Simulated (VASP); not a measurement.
**C: single point with PBE+D3(BJ)**

The system is C, a slab with vacuum.

```
C
1.0
     2.46530    0.00000    0.00000
    -1.23265    2.13501    0.00000
     0.00000    0.00000   32.74417
C
4
Direct
  0.00000 0.00000 0.44802
  0.66667 0.33333 0.44801
  0.00000 0.00000 0.55198
  0.33333 0.66667 0.55199
```

| Property | Result |
| --- | --- |
| Program | VASP 6.6.1 |
| Task | single point |
| Functional | PBE |
| Dispersion | D3(BJ) |
| Potentials or basis | VASP PAW PBE potentials, release 64 (C) |
| Cutoff | 520 eV |
| k mesh | 9 × 9 × 1 |
| Occupations | gaussian, width 0.1 eV |
| Spin | no spin polarisation |
| Dipole correction | yes |
| Further INCAR settings | ALGO = Normal; EDIFF = 1e-06; NBANDS = 16 |

The largest force is 0.018 eV/Å. The band gap on the k mesh is zero (filled and empty bands touch) and the dispersion energy per atom is -0.118 eV.

Forces on the atoms (eV/Å):
```
C    0.000  0.000  0.018
C    0.000  0.000 -0.003
C    0.000  0.000 -0.018
C    0.000  0.000  0.003
```

Levels at points of the mesh, in eV from the Fermi level:
```
           k point  band 6  band 7  band 8  band 9  band 10  band 11
(0.00, 0.00, 0.00)   -3.03   -3.02   -3.02    3.43     3.79     4.26
```

Run time: 36 s on 1 thread of Intel(R) Xeon(R) 6975P-C (Granite Rapids), on a shared host, peak memory 0.26 GiB.
